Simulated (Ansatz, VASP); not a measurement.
One calculation of WS2, two programs

The input INCAR:

```
SYSTEM = WS2
PREC = Accurate ; ENCUT = 520
EDIFF = 1E-7 ; ISMEAR = 0
SIGMA = 0.05 ; LREAL = .FALSE.
LASPH = .TRUE. ; NELM = 100
ALGO = Normal ; ISIF = 2
LWAVE = .FALSE. ; LCHARG = .TRUE.
GGA = CA ; LELF = .TRUE.
LVHAR = .TRUE. ; NBANDS = 64
```

Contents of KPOINTS:

```
Automatic mesh
0
G
  8 6 2
  0 0 0
```

Contents of POSCAR:

```
WS2
1.0
    3.0468771870     -0.0152363639     -0.0544278995
   -0.0263901564      5.4353162214     -0.0203000782
   -0.2115918042     -0.0455632140     12.1699953998
W S
4 8
Direct
    0.0120718422      0.3367677966      0.2543594012
    0.4875421304      0.8305889243      0.2556616058
    0.5095887292      0.1635208793      0.7488391691
    0.9945052910      0.6528965211      0.7489434578
   -0.0120163235      0.3233486302      0.6185115375
    0.5035333713      0.8431983219      0.6263987618
    0.5338979201      0.1641132654      0.1236221594
    1.0038577489      0.6671318166      0.1173095763
    0.0084857604      0.3284814120      0.8850134879
    0.4810896243      0.8478311728      0.8737270430
    0.5001294481      0.1713881060      0.3745809412
    0.9773144576      0.6707331538      0.3730328590
```

Input for Ansatz:

```yaml
crystal:
  lattice:
    - [3.046877187, -0.0152363639, -0.0544278995]
    - [-0.0263901564, 5.4353162214, -0.0203000782]
    - [-0.2115918042, -0.045563214, 12.1699953998]
  atoms:
    - { symbol: W, position: [0.0120718422, 0.3367677966, 0.2543594012] }
    - { symbol: W, position: [0.4875421304, 0.8305889243, 0.2556616058] }
    - { symbol: W, position: [0.5095887292, 0.1635208793, 0.7488391691] }
    - { symbol: W, position: [0.994505291, 0.6528965211, 0.7489434578] }
    - { symbol: S, position: [-0.0120163235, 0.3233486302, 0.6185115375] }
    - { symbol: S, position: [0.5035333713, 0.8431983219, 0.6263987618] }
    - { symbol: S, position: [0.5338979201, 0.1641132654, 0.1236221594] }
    - { symbol: S, position: [1.0038577489, 0.6671318166, 0.1173095763] }
    - { symbol: S, position: [0.0084857604, 0.328481412, 0.8850134879] }
    - { symbol: S, position: [0.4810896243, 0.8478311728, 0.873727043] }
    - { symbol: S, position: [0.5001294481, 0.171388106, 0.3745809412] }
    - { symbol: S, position: [0.9773144576, 0.6707331538, 0.373032859] }
basis:
  ecutwfc: 420
kpoints:
  mp_grid: { grid: [8, 6, 2] }
hamiltonian:
  xc: lda
scf:
  occupations: { method: gaussian, width: 0.05 }
output:
  forces: true
  stress: true
  eigenvalues: true
```

Change from the starting cell: all atoms moved at random, sigma 0.05 Å a component, cell strained at random, sigma 0.01.

Alike in both runs: task single point; functional LDA; k mesh 8 × 6 × 2; occupations gaussian, width 0.05 eV; no spin polarisation.

|  | VASP | Ansatz |
| --- | --- | --- |
| version | VASP 6.6.1 | Ansatz 0.2.0 |
| potentials or method | VASP PAW LDA potentials, release 64 (W_sv, S), cutoff 520 eV | scalar-relativistic, plane waves, PAW |
| valence electrons in the cell | 104 | 104 |

```tsv
	VASP	Ansatz	Ansatz less VASP
gap on the k mesh at the Fermi level (eV)	0.66	0.65	-0.012
least direct gap on the mesh (eV)	1.38	1.37	-0.005
pressure (GPa)	7.3	6.9	-0.44
traceless stress, the component that is largest in VASP (GPa)	8.47	8.44	-0.025
rms of the force components (eV/Å)	1.355	1.345	-0.0098
```

LDA's correlation is that of Perdew and Zunger in VASP and of Perdew and Wang (1992) in Ansatz. Atom by atom the forces differ by 0.024 eV/Å (rms over components).

Neither program's run includes spin-orbit coupling.
